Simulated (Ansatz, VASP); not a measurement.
Two plane-wave programs on Sc3Cu2

The input INCAR:

```
SYSTEM = Sc3Cu2
PREC     = Accurate       ! precision mode
ENCUT    = 600            ! plane-wave cutoff, eV
EDIFF    = 1E-7           ! SCF threshold, eV
ISMEAR   = 0              ! smearing method
SIGMA    = 0.1            ! smearing width, eV
LREAL    = .False.        ! projectors in reciprocal space
LASPH    = .True.         ! aspherical terms in the spheres
NELM     = 80             ! most SCF steps
ALGO     = Fast           ! electronic algorithm
ISIF     = 3              ! what is computed and relaxed
LWAVE    = .False.        ! write WAVECAR
LCHARG   = .False.        ! write CHGCAR
GGA      = PE             ! functional
IBRION   = 2              ! ionic algorithm
NSW      = 100            ! ionic steps
EDIFFG   = -0.01          ! ionic threshold
```

KPOINTS

```
Automatic mesh
0
Gamma
  8 8 8
  0 0 0
```

POSCAR

```
Sc3Cu2
1.0
    4.9038242278      0.0000000000      0.0000000000
    0.0000000000      4.9038242278      0.0000000000
    0.0000000000      0.0000000000      4.9038242278
Sc Cu
3 2
Direct
    0.5000000000      0.0000000000      0.0000000000
    0.0000000000      0.5000000000      0.0000000000
    0.0000000000      0.0000000000      0.5000000000
    0.5000000000      0.5000000000      0.5000000000
    0.0000000000      0.0000000000      0.0000000000
```

Input for Ansatz:

```yaml
crystal:
  lattice:
    - [4.9038242278, 0.0, 0.0]
    - [0.0, 4.9038242278, 0.0]
    - [0.0, 0.0, 4.9038242278]
  atoms:
    - { symbol: Sc, position: [0.5, 0.0, 0.0] }
    - { symbol: Sc, position: [0.0, 0.5, 0.0] }
    - { symbol: Sc, position: [0.0, 0.0, 0.5] }
    - { symbol: Cu, position: [0.5, 0.5, 0.5] }
    - { symbol: Cu, position: [0.0, 0.0, 0.0] }
basis:
  ecutwfc: 420
kpoints:
  mp_grid: { grid: [8, 8, 8] }
hamiltonian:
  xc: pbe
scf:
  occupations: { method: gaussian, width: 0.1 }
output:
  forces: true
  stress: true
  eigenvalues: true
  write_density: true
  write_potential: true
  elf: true
  volumetric_format: npy
relax:
  adjacent_minimum: "off"
  f_tol: 0.01
  max_steps: 80
  cell: { stress_tol: 0.05 }
```

Alike in both runs: task relaxation of cell and atoms; functional PBE; k mesh 8 × 8 × 8; occupations gaussian, width 0.1 eV; no spin polarisation.

|  | VASP | Ansatz |
| --- | --- | --- |
| version | VASP 6.6.1 | Ansatz 0.2.0 |
| potentials or method | VASP PAW PBE potentials, release 64 (Sc_sv, Cu), cutoff 600 eV | scalar-relativistic, plane waves, PAW |
| valence electrons in the cell | 55 | 71 |

|  | VASP | Ansatz | Ansatz less VASP |
| --- | --- | --- | --- |
| gap on the k mesh at the Fermi level, each at its own relaxed structure (eV) | none | none | - |
| relaxed volume (Å³/atom) | 23.75 | 23.63 | -0.121 |
| relaxed cell length with the largest relative difference (Å) | 4.915 | 4.907 | -0.0084 |

A gap of «none» marks a metal or a gap that the smearing closes. VASP's potentials hold 55 valence electrons a cell and Ansatz's 71, so a difference there can come from the potentials and not from the codes.
